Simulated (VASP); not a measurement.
Runs of VASP 6.6.1 on ScAlN2. The structure is tetragonal, space group P4/mmm (No. 123). The conventional cell has a = 3.045 Å, b = 3.045 Å, c = 4.319 Å, α = 90.00°, β = 90.00°, γ = 90.00°. Within 2.8 Å of Sc (site symmetry 4/mmm) lie 6 N at 2.15 to 2.16 Å. N (site symmetry 4/mmm) has 4 Al at 2.15 Å and 2 Sc at 2.16 Å within 2.8 Å. N (site symmetry 4/mmm) has 4 Sc at 2.15 Å and 2 Al at 2.16 Å within 2.8 Å. Al (site symmetry 4/mmm) has 6 N at 2.15 to 2.16 Å within 2.8 Å. 

| level | k mesh | cutoff (eV) | grid for exact exchange (PRECFOCK) | share of exact exchange | screening parameter | gap on the mesh (eV) | pressure (GPa) |
| --- | --- | --- | --- | --- | --- | --- | --- |
| HSE06 | 4 × 4 × 4 | 520 | Normal | 0.25 | 0.2079 1/Å | 1.83 | (a) |
| r2SCAN | 4 × 4 × 4 | 660 | - | - | - | 1.10 | 1.4 |
| r2SCAN | 6 × 6 × 4 | 660 | - | - | - | 1.12 | 1.2 |
| PBEsol | 4 × 4 × 4 | 600 | - | - | - | 0.54 | (b) |
| PBE | 6 × 6 × 4 | 600 | - | - | - | 0.68 | 4.2 |

Alike in all rows: task single point; potentials or basis VASP PAW PBE potentials, release 64 (Sc_sv, N, Al); no spin polarisation; cell as given; smearing gaussian 0.01 eV.

Task: Fill in the values left out.

Result: (a) -0.3; (b) -1.1.

Caveats: some runs use coarse meshes; the PAW data sets were made with another functional, which shifts forces and pressure a little (at least some runs); the cell stands under pressure (at least some runs).

A k mesh can miss the band edges.
